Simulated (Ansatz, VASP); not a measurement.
# CsCl in VASP and in Ansatz

File INCAR:

```
SYSTEM = CsCl
ALGO     = Normal         ! electronic algorithm
EDIFF    = 1E-6           ! SCF threshold, eV
ENCUT    = 500            ! plane-wave cutoff, eV
GGA      = PS             ! functional
GGA_COMPAT= .False.      
ISIF     = 2              ! what is computed and relaxed
ISMEAR   = -1             ! smearing method
LASPH    = .True.         ! aspherical terms in the spheres
LCHARG   = .False.        ! write CHGCAR
LREAL    = .False.        ! projectors in reciprocal space
LWAVE    = .False.        ! write WAVECAR
NBANDS   = 15             ! bands
NELM     = 120            ! most SCF steps
PREC     = Accurate       ! precision mode
SIGMA    = 0.03           ! smearing width, eV
```

KPOINTS

```
k-points
0
Gamma
  6 6 6
  0 0 0
```

File POSCAR:

```
CsCl
1.0
    4.0388335262      0.0000000000      0.0000000000
    0.0000000000      4.0388335262      0.0000000000
    0.0000000000      0.0000000000      4.0388335262
Cs Cl
1 1
Direct
    0.0000000000      0.0000000000      0.0000000000
    0.5000000000      0.5000000000      0.5000000000
```

Input for Ansatz:

```yaml
crystal:
  lattice:
    - [4.0388335262, 0.0, 0.0]
    - [0.0, 4.0388335262, 0.0]
    - [0.0, 0.0, 4.0388335262]
  atoms:
    - { symbol: Cs, position: [0.0, 0.0, 0.0] }
    - { symbol: Cl, position: [0.5, 0.5, 0.5] }
kpoints:
  mp_grid: { grid: [6, 6, 6] }
  band_path:
    path:
      - [0.0, 0.0, 0.0]
      - [0.0, 0.5, 0.0]
      - [0.5, 0.5, 0.0]
      - [0.0, 0.0, 0.0]
      - [0.5, 0.5, 0.5]
      - [0.0, 0.5, 0.0]
      - [0.5, 0.5, 0.5]
      - [0.5, 0.5, 0.0]
    npoints: 5
scf:
  occupations: { method: fermi_dirac, width: 0.03 }
hamiltonian:
  xc: pbesol
  pseudopotentials: { kind: all_electron, lapw: { basis_error: 0.001 } }
output:
  forces: true
  stress: true
  eigenvalues: true
```

Change from the starting cell: volume scaled by 0.94.

Alike in both runs: task single point; functional PBEsol; k mesh 6 × 6 × 6; occupations fermi-dirac, width 0.03 eV; no spin polarisation.

|  | VASP | Ansatz |
| --- | --- | --- |
| version | VASP 6.6.1 | Ansatz 0.2.0 |
| potentials or method | VASP PAW PBE potentials, release 64 (Cs_sv, Cl), cutoff 500 eV | all-electron LAPW, scalar-relativistic |

```csv
,VASP,Ansatz,Ansatz less VASP
gap on the k mesh at the Fermi level (eV),5.18,5.20,+0.014
pressure (GPa),0.5,0.4,-0.05
```

VASP's potentials were made for PBE, not for PBEsol. Ansatz ran all-electron here, and VASP with PAW potentials.

Spin-orbit coupling is off throughout.
